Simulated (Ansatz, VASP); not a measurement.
## Cs4Au: VASP beside Ansatz

```
Cs Au
1.0
    -4.60454    4.60454    4.60454
     4.60454   -4.60454    4.60454
     4.60454    4.60454   -4.60454
Cs Au
4 1
Cartesian
  2.3023 2.3023 -2.3023
  -2.3023 2.3023 2.3023
  2.3023 -2.3023 2.3023
  2.3023 2.3023 2.3023
  0.0000 0.0000 0.0000
```

Change from the starting cell: relaxed end of: species swapped into the Hg4Pt type (Im-3m, No. 229).

Alike in both runs: task single point; functional PBE; k mesh 4 × 4 × 4; occupations gaussian, width 0.1 eV; no spin polarisation.

|  | VASP | Ansatz |
| --- | --- | --- |
| version | VASP 6.6.1 | Ansatz 0.2.0 |
| potentials or method | VASP PAW PBE potentials, release 64 (Cs_sv, Au), cutoff 520 eV | scalar-relativistic, plane waves, PAW |
| valence electrons in the cell | 47 | 55 |

|  | VASP | Ansatz | Ansatz less VASP |
| --- | --- | --- | --- |
| gap on the k mesh at the Fermi level (eV) | none | none | - |
| pressure (GPa) | 0.0 | 0.0 | +0.01 |

A gap of «none» marks a metal or a gap that the smearing closes. The functional is the same, so the differences come from potentials, cutoffs and numerics. VASP's potentials hold 47 valence electrons a cell and Ansatz's 55, so a difference there can come from the potentials and not from the codes.

Spin-orbit coupling is off throughout.
